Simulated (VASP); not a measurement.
# CuO in VASP: a series of runs, part 2 of 2

VASP 6.6.1.

**3. Single point, PBE (11.87 Å³/atom)**

This run uses another cell than the first one, of 11.87 Å³/atom.

The input, INCAR:

```
ALGO = Normal
EDIFF = 1E-6
ENCUT = 600
GGA = PE
GGA_COMPAT = False
ISIF = 2
ISMEAR = 0
LASPH = True
LCHARG = True
LELF = True
LREAL = False
LVHAR = True
LWAVE = False
NBANDS = 25
NELM = 120
PREC = Accurate
SIGMA = 0.1
```

The input, KPOINTS:

```
k-points
0
Gamma
  14 14 8
```

The input, POSCAR:

```
CuO
1.0
    2.1342436574     -2.1407442820      0.1673192219
    2.1342431976      2.1407447357      0.1673192824
   -0.4049273537     -0.0000001165      5.1650574090
Cu O
2 2
Direct
    0.0000000000      0.5000000000      0.0000000000
    0.5000000000      0.0000000000      0.5000000000
    0.5000000000      0.5000000000      0.2500000000
    0.5000000000      0.5000000000      0.7500000000
```

Potentials or basis: VASP PAW PBE potentials, release 64 (Cu, O).

Started as:

```console
$ cat potpaw_PBE.64/Cu/POTCAR potpaw_PBE.64/O/POTCAR > POTCAR
$ mpirun -np 1 vasp_std > vasp.out
```

OUTCAR:

```text
EDIFF = 1E-6
   ENCUT = 600
   GGA = PE
   ISIF = 2
   ISMEAR = 0
   LASPH = True
   LREAL = False
   NELM = 120
   PREC = Accurate

 ion  position               nearest neighbor table
   1  0.000  0.500  0.000-   3 1.99   4 1.99   3 1.99   4 1.99
   2  0.500  0.000  0.500-   4 1.99   3 1.99   3 1.99   4 1.99
   3  0.500  0.500  0.250-   2 1.99   1 1.99   1 1.99   2 1.99
   4  0.500  0.500  0.750-   2 1.99   1 1.99   1 1.99   2 1.99

  LATTYP: Found a base centered orthorhombic cell.
 ALAT       =     4.2814890177
[... 866 lines left out ...]
     25      18.2692      0.00000

 [... further k-points ...]
[... 5 lines left out ...]
  --------------------------------------------------------------------------------------
  -------------------------------------------------------------------------------------
  Total       -1.9936290     -1.9940252     -1.9035638      0.0000000     -0.0000000     -0.0071046
  in kB      -67.2635707    -67.2769360    -64.2248346      0.0000000     -0.0000001     -0.2397024
  external PRESSURE =     -66.2551138 kB  Pullay stress =       0.0000000 kB

 VOLUME and BASIS-vectors are now :
 -----------------------------------------------------------------------------
  energy-cutoff  :      600.00
  volume of cell :       47.49
      direct lattice vectors                 reciprocal lattice vectors
     2.134243657 -2.140744282  0.167319222     0.232843985 -0.233563578  0.018254371
     2.134243198  2.140744736  0.167319282     0.232843935  0.233563627  0.018254377
    -0.404927354 -0.000000117  5.165057409    -0.015085709 -0.000000004  0.192426009

 POSITION                                       TOTAL-FORCE (eV/Angst)
 -----------------------------------------------------------------------------------
      1.06712      1.07037      0.08366        -0.000000     -0.000000     -0.000000
      0.86466     -1.07037      2.66619        -0.000000     -0.000000     -0.000000
      2.03301      0.00000      1.45858         0.000000      0.000000      0.000000
      1.83055      0.00000      4.04111        -0.000000     -0.000000      0.000000
 -----------------------------------------------------------------------------------
    total drift:                                0.000000     -0.000000     -0.000000

  FREE ENERGIE OF THE ION-ELECTRON SYSTEM (eV)
  ---------------------------------------------------
  free  energy   TOTEN  =       -19.6898112744 eV

  energy  without entropy=      -19.6772716293  energy(sigma->0) =      -19.68354145
```

stdout:

```text
POSCAR found type information on POSCAR CuO
 POSCAR found :  2 types and       4 ions
 scaLAPACK will be used
 LDA part: xc-table for (Slater+PW92), standard interpolation
 POSCAR, INCAR and KPOINTS ok, starting setup
 FFT: planning ... GRIDC
 FFT: planning ... GRID_SOFT
 FFT: planning ... GRID
 WAVECAR not read
 entering main loop
```

It took 6.3 min on 1 thread of Oxide Virtual Turin-like, shared host; peak memory 0.4 GiB.

What came out:

| Quantity | Value |
| --- | --- |
| Free energy | -19.6898 eV |
| Pressure | -6.6 GPa |
| Band gap on the k mesh | zero (bands 17 and 18 overlap by 1.20 eV) |

Caveat: the cell stands under tension; semilocal functionals often make such compounds metallic where correlation or magnetic order opens a gap, which also shifts bond lengths.

**4. Single point, PBE (12.21 Å³/atom)**

This run uses another cell than the first one, of 12.21 Å³/atom.

The input, INCAR:

```
PREC = Accurate
ENCUT = 600
EDIFF = 1E-6
ISMEAR = 0
SIGMA = 0.1
LREAL = False
LASPH = True
NELM = 120
ALGO = Normal
ISIF = 2
LWAVE = False
LCHARG = False
GGA = PE
NBANDS = 25
GGA_COMPAT = False
```

The input, KPOINTS:

```
regular mesh
0
Gamma
  14 14 8
```

The input, POSCAR:

```
CuO
1.0
    2.1603662166     -2.1669766729      0.1693671635
    2.1603657512      2.1669771321      0.1693672247
   -0.4063730762     -0.0000001169      5.1834983463
Cu O
2 2
Direct
    0.0000000000      0.5000000000      0.0000000000
    0.5000000000      0.0000000000      0.5000000000
    0.5000000000      0.5000000000      0.2500000000
    0.5000000000      0.5000000000      0.7500000000
```

Potentials or basis: VASP PAW PBE potentials, release 64 (Cu, O).

Started as:

```console
$ cat potpaw_PBE.64/Cu/POTCAR potpaw_PBE.64/O/POTCAR > POTCAR
$ mpirun -np 1 vasp_std > vasp.out
```

OUTCAR:

```text
PREC = Accurate
   ENCUT = 600
   EDIFF = 1E-6
   ISMEAR = 0
   LREAL = False
   LASPH = True
   NELM = 120
   ISIF = 2
   GGA = PE

 ion  position               nearest neighbor table
   1  0.000  0.500  0.000-   4 2.01   3 2.01   3 2.01   4 2.01
   2  0.500  0.000  0.500-   4 2.01   3 2.01   3 2.01   4 2.01
   3  0.500  0.500  0.250-   2 2.01   1 2.01   1 2.01   2 2.01
   4  0.500  0.500  0.750-   2 2.01   1 2.01   1 2.01   2 2.01

  LATTYP: Found a simple tetragonal cell.
 ALAT       =     3.0645807750
 C/A-ratio  =     1.6966115871

  Lattice vectors:

 A1 = (   2.1603662166,  -2.1669766729,   0.1693671635)
 A2 = (   2.1603657512,   2.1669771321,   0.1693672247)
 A3 = (  -0.4063730762,  -0.0000001169,   5.1834983463)

Analysis of symmetry for initial positions (statically):
=====================================================================
 Subroutine PRICEL returns:
 Original cell was already a primitive cell.

 Routine SETGRP: Setting up the symmetry group for a
 simple tetragonal supercell.
[... 166 lines left out ...]
  ---------------------------------------------------
  ext. energy  EPLUGINS =         0.00000000
  ---------------------------------------------------
  free energy    TOTEN  =       -19.62415398 eV

  energy without entropy =      -19.61184714  energy(sigma->0) =      -19.61800056

 E-fermi :   3.7637     XC(G=0): -10.7776

 val. band max:        3.7617115726   @ k =   0.0714   0.0714   0.5000
 cond. band min:       3.7682658412   @ k =   0.1429   0.0000   0.2500
 fundamental gap:      0.0065542686
 Fermi energy:         3.7636868749

 k-point     1 :       0.0000    0.0000    0.0000
  band No.  band energies     occupation
      1     -15.2999      2.00000
      2     -14.1259      2.00000
      3      -3.4685      2.00000
      4      -1.1240      2.00000
      5      -1.1240      2.00000
      6       0.5018      2.00000
[... 661 lines left out ...]
     24      15.1985      0.00000
     25      17.5868      0.00000

 [... further k-points ...]
[... 5 lines left out ...]
  --------------------------------------------------------------------------------------
  -------------------------------------------------------------------------------------
  Total       -2.8915959     -2.8920213     -2.8150874      0.0000000     -0.0000000     -0.0060352
  in kB      -94.8751623    -94.8891196    -92.3648683      0.0000000     -0.0000001     -0.1980177
  external PRESSURE =     -94.0430501 kB  Pullay stress =       0.0000000 kB

 VOLUME and BASIS-vectors are now :
 -----------------------------------------------------------------------------
  energy-cutoff  :      600.00
  volume of cell :       48.83
      direct lattice vectors                 reciprocal lattice vectors
     2.160366217 -2.166976673  0.169367164     0.230028499 -0.230736168  0.018033644
     2.160365751  2.166977132  0.169367225     0.230028450  0.230736217  0.018033650
    -0.406373076 -0.000000117  5.183498346    -0.015032040 -0.000000004  0.191741430

 POSITION                                       TOTAL-FORCE (eV/Angst)
 -----------------------------------------------------------------------------------
      1.08018      1.08349      0.08468        -0.000000      0.000000      0.000000
      0.87700     -1.08349      2.67643        -0.000000      0.000000      0.000000
      2.05877      0.00000      1.46524        -0.000000     -0.000000      0.000000
      1.85559      0.00000      4.05699         0.000000     -0.000000     -0.000000
 -----------------------------------------------------------------------------------
    total drift:                                0.000000     -0.000000     -0.000000

  FREE ENERGIE OF THE ION-ELECTRON SYSTEM (eV)
  ---------------------------------------------------
  free  energy   TOTEN  =       -19.6241539823 eV

  energy  without entropy=      -19.6118471390  energy(sigma->0) =      -19.61800056
```

stdout:

```text
POSCAR found type information on POSCAR CuO
 POSCAR found :  2 types and       4 ions
 scaLAPACK will be used
 LDA part: xc-table for (Slater+PW92), standard interpolation
 POSCAR, INCAR and KPOINTS ok, starting setup
 FFT: planning ... GRIDC
 FFT: planning ... GRID_SOFT
 FFT: planning ... GRID
 WAVECAR not read
 entering main loop
```

It took 4.3 min on 1 thread of Oxide Virtual Turin-like, shared host; peak memory 0.3 GiB.

Results:

```yaml
Free_energy: -19.6242 eV
Pressure: -9.4 GPa
Band_gap_on_the_k_mesh: zero (bands 17 and 18 overlap by 1.20 eV)
```

Stress tensor (GPa, compression positive):
```
-9.49  0.00 -0.02
 0.00 -9.49  0.00
-0.02  0.00 -9.24
```

Caveat: the cell stands under tension; semilocal functionals often make such compounds metallic where correlation or magnetic order opens a gap, which also shifts bond lengths. With open d or f shells a metallic result of PBE can be an artefact of self-interaction; +U or a hybrid may open a gap.

**5. Summary**

| cell | gap on the mesh (eV) | pressure (GPa) |
| --- | --- | --- |
| a = 2.989, b = 2.989, c = 5.165 Å, 4 atoms | none | -3.3 |
| a = 3.028, b = 3.028, c = 5.181 Å, 4 atoms | none | -6.6 |
| a = 3.065, b = 3.065, c = 5.199 Å, 4 atoms | none | -9.4 |

Alike in all rows: task single point; level PBE; potentials or basis VASP PAW PBE potentials, release 64 (Cu, O); no spin polarisation; k mesh 14 × 14 × 8; cutoff (eV) 600; smearing gaussian 0.1 eV.

Caveats: the cell stands under tension; semilocal functionals often make such compounds metallic where correlation or magnetic order opens a gap, which also shifts bond lengths.

Absolute energies hang on the potentials; compare differences alone.
